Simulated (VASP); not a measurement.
# In (Fm-3m) in VASP: single point with HSE06

Aim: the single point of In with HSE06.

All numbers are computed with VASP 6.6.1; they aren't measurements. Logs are shortened: lines on timing, memory, paths and dates and some standing lists are left out, and cuts for length are marked.

**1. The cell of the first run**

The structure is cubic, space group Fm-3m (No. 225). Conventional cell: a = 4.749 Å, b = 4.749 Å, c = 4.749 Å, α = 90.00°, β = 90.00°, γ = 90.00°. Within 4.4 Å of In (site symmetry m-3m) lie 12 In at 3.36 Å.

This isn't the form of In at room conditions, which is tetragonal.

**2. Single point, HSE06**

POSCAR

```
In
1.0
    0.0000000000      2.3744939686      2.3744939686
    2.3744939686      0.0000000000      2.3744939686
    2.3744939686      2.3744939686      0.0000000000
In
1
Direct
    0.0000000000      0.0000000000      0.0000000000
```

INCAR.step1

```
SYSTEM = In
PREC = Accurate
ENCUT = 520
EDIFF = 1E-5
ISMEAR = 0
SIGMA = 0.05
LREAL = .FALSE.
LASPH = .TRUE.
NELM = 60
ALGO = Normal
ISIF = 2
LWAVE = .TRUE.
NBANDS = 12
GGA = PE
```

INCAR.step2

```
SYSTEM = In
PREC = Accurate
ENCUT = 520
EDIFF = 1E-7
ISMEAR = 0
SIGMA = 0.05
LREAL = .FALSE.
LASPH = .TRUE.
NELM = 60
ALGO = Normal
ISIF = 2
LWAVE = .FALSE.
LCHARG = .TRUE.
GGA = PE
LHFCALC = .TRUE.
HFSCREEN = 0.2079
PRECFOCK = Normal
LELF = .TRUE.
LVHAR = .TRUE.
NBANDS = 12
ISTART = 1
```

KPOINTS

```
Automatic mesh
0
G
  8 8 8
  0 0 0
```

Potentials or basis: VASP PAW PBE potentials, release 64 (In_d).

On the command line:

```sh
$ cat potpaw_PBE.64/In_d/POTCAR > POTCAR
$ cp INCAR.step1 INCAR
$ mpirun -np 1 vasp_std > vasp.out
$ cp INCAR.step2 INCAR
$ mpirun -np 1 vasp_std > vasp.out
```

OUTCAR:

```text
SYSTEM = In
   PREC = Accurate
   ENCUT = 520
   EDIFF = 1E-7
   ISMEAR = 0
   LREAL = .FALSE.
   LASPH = .TRUE.
   NELM = 60
   ISIF = 2
   GGA = PE
   LHFCALC = .TRUE.
   HFSCREEN = 0.2079
   PRECFOCK = Normal
   ISTART = 1

 ion  position               nearest neighbor table
   1  0.000  0.000  0.000-

  LATTYP: Found a face centered cubic cell.
 ALAT       =     4.7489879372

  Lattice vectors:

 A1 = (   0.0000000000,   2.3744939686,   2.3744939686)
 A2 = (   2.3744939686,   0.0000000000,   2.3744939686)
 A3 = (   2.3744939686,   2.3744939686,   0.0000000000)

Analysis of symmetry for initial positions (statically):
=====================================================================
 Subroutine PRICEL returns:
 Original cell was already a primitive cell.

 Routine SETGRP: Setting up the symmetry group for a
 face centered cubic supercell.

 Subroutine GETGRP returns: Found 48 space group operations
 (whereof 48 operations were pure point group operations)
 out of a pool of 48 trial point group operations.

The static configuration has the point symmetry O_h .

Analysis of symmetry for dynamics (positions and initial velocities):
=====================================================================
 Subroutine PRICEL returns:
 Original cell was already a primitive cell.

 Routine SETGRP: Setting up the symmetry group for a
 face centered cubic supercell.

 Subroutine GETGRP returns: Found 48 space group operations
 (whereof 48 operations were pure point group operations)
 out of a pool of 48 trial point group operations.

The dynamic configuration has the point symmetry O_h .

 Subroutine INISYM returns: Found 48 space group operations
 (whereof 48 operations are pure point group operations),
 and found     1 'primitive' translations

----------------------------------------------------------------------------------------

                                     Primitive cell

  volume of cell :      26.7758

  direct lattice vectors                    reciprocal lattice vectors
     0.000000000  2.374493969  2.374493969    -0.210571181  0.210571181  0.210571181
     2.374493969  0.000000000  2.374493969     0.210571181 -0.210571181  0.210571181
     2.374493969  2.374493969  0.000000000     0.210571181  0.210571181 -0.210571181

  length of vectors
     3.358041574  3.358041574  3.358041574     0.364719985  0.364719985  0.364719985

  position of ions in fractional coordinates (direct lattice)
     0.000000000  0.000000000  0.000000000

  ion indices of the primitive-cell ions
   primitive index   ion index
                 1           1

----------------------------------------------------------------------------------------

 KPOINTS: Automatic mesh

Automatic generation of k-mesh.
 Grid dimensions read from file:
 generate k-points for:    8    8    8

 Generating k-lattice:

  Cartesian coordinates                     Fractional coordinates (reciprocal lattice)
    -0.026321398  0.026321398  0.026321398     0.125000000  0.000000000  0.000000000
     0.026321398 -0.026321398  0.026321398     0.000000000  0.125000000  0.000000000
     0.026321398  0.026321398 -0.026321398     0.000000000  0.000000000  0.125000000

  Length of vectors
     0.045589998  0.045589998  0.045589998

  Shift w.r.t. Gamma in fractional coordinates (k-lattice)
     0.000000000  0.000000000  0.000000000

 Subroutine IBZKPT returns following result:
 ===========================================

 Found     29 irreducible k-points:

 Following reciprocal coordinates:
            Coordinates               Weight
  0.000000  0.000000  0.000000      1.000000
  0.125000  0.000000  0.000000      8.000000
  0.250000  0.000000  0.000000      8.000000
  0.375000  0.000000  0.000000      8.000000
  0.500000  0.000000  0.000000      4.000000
  0.125000  0.125000  0.000000      6.000000
[... 16 lines left out ...]
  0.500000  0.250000  0.125000     48.000000
 -0.375000  0.250000  0.125000     24.000000
 [... further k-points ...]
   k-points           NKPTS =     29   k-points in BZ     NKDIM =    512   number of bands    NBANDS=     12
   number of dos      NEDOS =    301   number of ions     NIONS =      1
   total plane-waves  NPLWV =  21952
   dimension x,y,z NGX =    28 NGY =   28 NGZ =   28
   dimension x,y,z NGXF=    56 NGYF=   56 NGZF=   56
   ions per type =               1
   NGX,Y,Z   is equivalent  to a cutoff of  13.86, 13.86, 13.86 a.u.
   NGXF,Y,Z  is equivalent  to a cutoff of  27.72, 27.72, 27.72 a.u.
 SYSTEM =  In
   PREC   = accura    normal or accurate (medium, high low for compatibility)
   ISTART =      1    job   : 0-new  1-cont  2-samecut
   ICHARG =      0    charge: 1-file 2-atom 10-const
   ISPIN  =      1    spin polarized calculation?
   LNONCOLLINEAR =      F non collinear calculations
   LSORBIT =      F    spin-orbit coupling
   LASPH  =      T    aspherical Exc in radial PAW
   ENCUT  =  520.0 eV  38.22 Ry    6.18 a.u.   6.24  6.24  6.24*2*pi/ulx,y,z
   NELM   =     60;   NELMIN=  2; NELMDL=  0     # of ELM steps
   EDIFF  = 0.1E-06   stopping-criterion for ELM
   LREAL  =      F    real-space projection
   EDIFFG = 0.1E-05   stopping-criterion for IOM
   NSW    =      0    number of steps for IOM
   IBRION =     -1    ionic relax: 0-MD 1-quasi-New 2-CG
   NFREE  =      0    steps in history (QN), initial steepest desc. (CG)
   ISIF   =      2    stress and relaxation
   ISYM   =      3    0-nonsym 1-usesym 2-fastsym
   POTIM  = 0.5000    time-step for ionic-motion
   TEBEG  =    0.0;   TEEND  =   0.0 temperature during run
   PSTRESS=    0.0 pullay stress
   NELECT =      13.0000    total number of electrons
   NUPDOWN=      -1.0000    fix difference up-down
   EMIN   =  10.00;   EMAX   =-10.00  energy-range for DOS
   EFERMI =   0.00;   METHOD = LEGACY
   ISMEAR =     0;   SIGMA  =   0.05  broadening in eV -4-tet -1-fermi 0-gaus
   EFERMI_NEDOS =   21; number of points for ismear=-14 and -15
   IALGO  =     38    algorithm
   IMIX   =      1    mixing-type and parameters
     AMIX     =   0.40;   BMIX     =  1.00
     AMIX_MAG =   1.60;   BMIX_MAG =  1.00
  volume/ion in A,a.u.               =      26.78       180.69
  Fermi-wavevector in a.u.,A,eV,Ry     =   1.286693  2.431497 22.525512  1.655578
  Thomas-Fermi vector in A             =   2.418752
   LORBIT       =      0    0 simple, 1 ext, 2 COOP (PROOUT), +10 PAW based schemes
   GGA     = PE    functional components
   LHFCALC =     T    Hartree Fock is set to
   PRECFOCK=normal    Normal, Fast or Accurate (Low or Medium for compatibility)
   ENCUT4O =  -1.0   cutoff for four orbital integrals eV
   NKREDX  =     1    reduce k-point grid by
   NKREDY  =     1    reduce k-point grid by
   NKREDZ  =     1    reduce k-point grid by
   AEXX    =    0.2500 exact exchange contribution
   HFSCREEN=    0.2079 screening length (either q_TF or 0.3 A-1)
   HFSCREENC=   0.2079 screening length for correlation (either q_TF or 0.3 A-1)
   ENCUTFOCK=  -1.0 apply spherical cutoff to Coloumb kernel
   IVDW    =     0    specifies the selected vdW correction
   LEPSILON=     F    determine dielectric tensor
   LRPA    =     F    only Hartree local field effects (RPA)
 non-spin polarized calculation
 Gauss-broadening in eV      SIGMA  =   0.05
  energy-cutoff  :      520.00
  volume of cell :       26.78
 maximum number of plane-waves:       736
 NGX is ok and might be reduce to    28
  NGX = 20; NGY = 20; NGZ = 20

 number of electron      13.0000002 magnetization

 Free energy of the ion-electron system (eV)
  ---------------------------------------------------
  ext. energy  EPLUGINS =         0.00000000
  ---------------------------------------------------
  free energy    TOTEN  =        -2.87788766 eV

  energy without entropy =       -2.87755539  energy(sigma->0) =       -2.87772153

 E-fermi :   7.4468     XC(G=0):  -8.4020

 val. band max:        7.1994397873   @ k =  -0.3750   0.3750   0.0000
 cond. band min:       7.5187773489   @ k =   0.5000   0.2500   0.1250
 fundamental gap:      0.3193375616
 Fermi energy:         7.4467641299

 k-point     1 :       0.0000    0.0000    0.0000
  band No.  band energies     occupation
      1      -9.4400      2.00000
      2      -9.4400      2.00000
      3      -9.4400      2.00000
      4      -9.2745      2.00000
      5      -9.2745      2.00000
      6      -3.4059      2.00000
      7      18.5383      0.00000
      8      18.5383      0.00000
      9      18.5383      0.00000
     10      19.4310      0.00000
     11      21.8116      0.00000
     12      21.8116      0.00000

 k-point     2 :       0.1250    0.0000    0.0000
  band No.  band energies     occupation
      1      -9.4445      2.00000
      2      -9.4171      2.00000
      3      -9.4171      2.00000
      4      -9.2750      2.00000
      5      -9.2750      2.00000
      6      -3.0260      2.00000
      7      15.1450      0.00000
      8      17.9667      0.00000
      9      17.9667      0.00000
     10      19.1761      0.00000
     11      22.8331      0.00000
     12      22.8331      0.00000

 k-point     3 :       0.2500    0.0000    0.0000
  band No.  band energies     occupation
      1      -9.4623      2.00000
      2      -9.3994      2.00000
      3      -9.3994      2.00000
      4      -9.2376      2.00000
      5      -9.2376      2.00000
      6      -1.8656      2.00000
      7      10.6670      0.00000
      8      17.1129      0.00000
      9      17.1129      0.00000
     10      18.9875      0.00000
     11      22.0346      0.00000
     12      22.0721      0.00000
[... 286 lines left out ...]
 k-point    23 :       0.5000    0.2500    0.1250
  band No.  band energies     occupation
      1      -9.4699      2.00000
      2      -9.4254      2.00000
      3      -9.3224      2.00000
      4      -9.2329      2.00000
      5      -9.1545      2.00000
      6       1.1235      2.00000
      7       7.5188      0.04167
      8      11.2748      0.00000
      9      13.5344      0.00000
     10      18.7442      0.00000
     11      21.1814      0.00000
     12      22.9346      0.00000

 k-point    24 :      -0.3750    0.2500    0.1250
  band No.  band energies     occupation
      1      -9.4543      2.00000
      2      -9.4411      2.00000
      3      -9.3054      2.00000
      4      -9.2438      2.00000
      5      -9.1344      2.00000
      6       3.3078      2.00000
      7       4.6376      2.00000
      8      11.4079      0.00000
      9      12.6868      0.00000
     10      18.6338      0.00000
     11      21.0259      0.00000
     12      26.2921      0.00000

 [... further k-points ...]

------------------------ aborting loop because EDIFF is reached ----------------------------------------

  FORCE on cell =-STRESS in cart. coord.  units (eV):
  Direction    XX          YY          ZZ          XY          YZ          ZX
  --------------------------------------------------------------------------------------
  -------------------------------------------------------------------------------------
  Total       -0.0043588     -0.0043588     -0.0043588     -0.0000000      0.0000000     -0.0000000
  in kB       -0.2608181     -0.2608181     -0.2608181     -0.0000000      0.0000000     -0.0000000
  external PRESSURE =      -0.2608181 kB  Pullay stress =       0.0000000 kB

 VOLUME and BASIS-vectors are now :
 -----------------------------------------------------------------------------
  energy-cutoff  :      520.00
  volume of cell :       26.78
      direct lattice vectors                 reciprocal lattice vectors
     0.000000000  2.374493969  2.374493969    -0.210571181  0.210571181  0.210571181
     2.374493969  0.000000000  2.374493969     0.210571181 -0.210571181  0.210571181
     2.374493969  2.374493969  0.000000000     0.210571181  0.210571181 -0.210571181

 POSITION                                       TOTAL-FORCE (eV/Angst)
 -----------------------------------------------------------------------------------
      0.00000      0.00000      0.00000         0.000000      0.000000      0.000000
 -----------------------------------------------------------------------------------
    total drift:                               -0.000001     -0.000002     -0.000003

  FREE ENERGIE OF THE ION-ELECTRON SYSTEM (eV)
  ---------------------------------------------------
  free  energy   TOTEN  =        -2.8778876633 eV

  energy  without entropy=       -2.8775553877  energy(sigma->0) =       -2.87772153
```

Run time: 77 min. Hardware: 1 thread of Intel Xeon Platinum 8259CL at 2.50GHz (Skylake/Cascade Lake), shared host; peak memory 0.28 GiB.

What came out:

| Property | Result |
| --- | --- |
| Free energy | -2.8779 eV |
| Pressure | 0.0 GPa |
| Band gap on the k mesh | zero (an odd number of electrons rules out a gap without spin polarisation) |

Caveat: the PAW data sets were made with another functional, which shifts forces and pressure a little; spin-orbit coupling is left out, which moves the levels of the heavy elements.
